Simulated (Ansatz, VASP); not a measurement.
**One calculation of Hg, two programs**

File INCAR:

```
SYSTEM = Hg
PREC     = Accurate       ! precision mode
ENCUT    = 520            ! plane-wave cutoff, eV
EDIFF    = 1E-6           ! SCF threshold, eV
ISMEAR   = 1              ! smearing method
SIGMA    = 0.3            ! smearing width, eV
LREAL    = .FALSE.        ! projectors in reciprocal space
LASPH    = .TRUE.         ! aspherical terms in the spheres
NELM     = 80             ! most SCF steps
ALGO     = Normal         ! electronic algorithm
ISIF     = 2              ! what is computed and relaxed
LWAVE    = .FALSE.        ! write WAVECAR
LCHARG   = .FALSE.        ! write CHGCAR
NBANDS   = 12             ! bands
```

Contents of KPOINTS:

```
Automatic mesh
0
G
  11 11 11
  0 0 0
```

The input POSCAR:

```
Hg
1.0
    1.7463233735      1.0082402698      2.1478810803
   -1.7463233735      1.0082402698      2.1478810803
    0.0000000000     -2.0164805396      2.1478810803
Hg
1
Direct
    0.0000000000      1.0000000000      0.0000000000
```

Input for Ansatz:

```yaml
crystal:
  lattice:
    - [1.7463233735, 1.0082402698, 2.1478810803]
    - [-1.7463233735, 1.0082402698, 2.1478810803]
    - [0.0, -2.0164805396, 2.1478810803]
  atoms:
    - { symbol: Hg, position: [0.0, 1.0, 0.0] }
hamiltonian:
  xc: lda
  pseudopotentials:
    kind: paw
    azcp:
      Hg: "pseudopotentials/Hg.paw.azcp"
basis:
  ecutwfc: 420
  fft_grid_basis: typed
kpoints:
  mp_grid: { grid: [11, 11, 11], shift: [0, 0, 0] }
magnetization:
  spin_polarized: false
scf:
  occupations: { method: methfessel_paxton, width: 0.3 }
  lower_state_search: "off"
output:
  stress: true
```

Alike in both runs: task single point; functional LDA; k mesh 11 × 11 × 11; occupations methfessel-paxton of order 1, width 0.3 eV; no spin polarisation.

```csv
,VASP,Ansatz
version,VASP 6.6.1,Ansatz 0.2.0
potentials or method,"VASP PAW LDA potentials, release 64 (Hg), cutoff 520 eV","plane waves (420 eV) with PAW, scalar-relativistic"
valence electrons in the cell,12,20
```

```csv
,VASP,Ansatz,Ansatz less VASP
pressure (GPa),0.8,0.0,-0.73
"traceless stress, the component that is largest in VASP (GPa)",0.38,0.05,-0.332
```

Ansatz warns that its potentials were made for another functional, while VASP's fit it. LDA's correlation is that of Perdew and Zunger in VASP and of Perdew and Wang (1992) in Ansatz. VASP's potentials hold 12 valence electrons a cell and Ansatz's 20, so a difference there can come from the potentials and not from the codes.

Neither program's run includes spin-orbit coupling.
